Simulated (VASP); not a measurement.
Input of a VASP 6.6.1 run:

File POSCAR:

```
NaH
1.0
    0.0443207860      2.6412418404      2.6412418404
    2.6412418404      0.0443207860      2.6412418404
    2.6412418404      2.6412418404      0.0443207860
Na H
1 1
Direct
    0.0014455409      0.0014455409      0.0014455409
    0.2485544591      0.2485544591      0.2485544591
```

The input INCAR.step1:

```
  PREC = Accurate
  ENCUT = 520
  ISMEAR = 0
  SIGMA = 0.01
  LREAL = False
  LASPH = True
  NELM = 100
  NBANDS = 11
  GGA = PE
  ALGO = Normal
  EDIFF = 1E-4
  LWAVE = True
  LCHARG = False
```

INCAR.step2

```
  PREC = Accurate
  ENCUT = 520
  EDIFF = 1E-6
  ISMEAR = 0
  SIGMA = 0.01
  LREAL = False
  LASPH = True
  NELM = 100
  ALGO = Normal
  ISIF = 2
  LWAVE = False
  LCHARG = True
  METAGGA = R2SCAN
  LMIXTAU = True
  LELF = True
  LVHAR = True
  NBANDS = 11
  ISTART = 1
```

KPOINTS

```
Automatic mesh
0
Gamma
  8 8 8
```

Potentials or basis: VASP PAW PBE potentials, release 64 (Na_pv, H).

The run is started by

```sh
$ cat potpaw_PBE.64/Na_pv/POTCAR potpaw_PBE.64/H/POTCAR > POTCAR
$ cp INCAR.step1 INCAR
$ mpirun -np 1 vasp_std > vasp.out
$ cp INCAR.step2 INCAR
$ mpirun -np 1 vasp_std > vasp.out
```

**Question.** What does it give for the band gap on the k mesh?

**Answer.** 3.91 eV, indirect (least direct gap 4.67 eV).

**Question.** Estimate the pressure.

**Answer.** -0.6 GPa.

Stress tensor (GPa, compression positive):
```
-0.56 -0.26 -0.26
-0.26 -0.56 -0.26
-0.26 -0.26 -0.56
```

Caveat: the cell differs from its parent crystal (strain along [111] +2.6%); the PAW data sets were made with another functional, which shifts forces and pressure a little. A k mesh can miss the band edges.
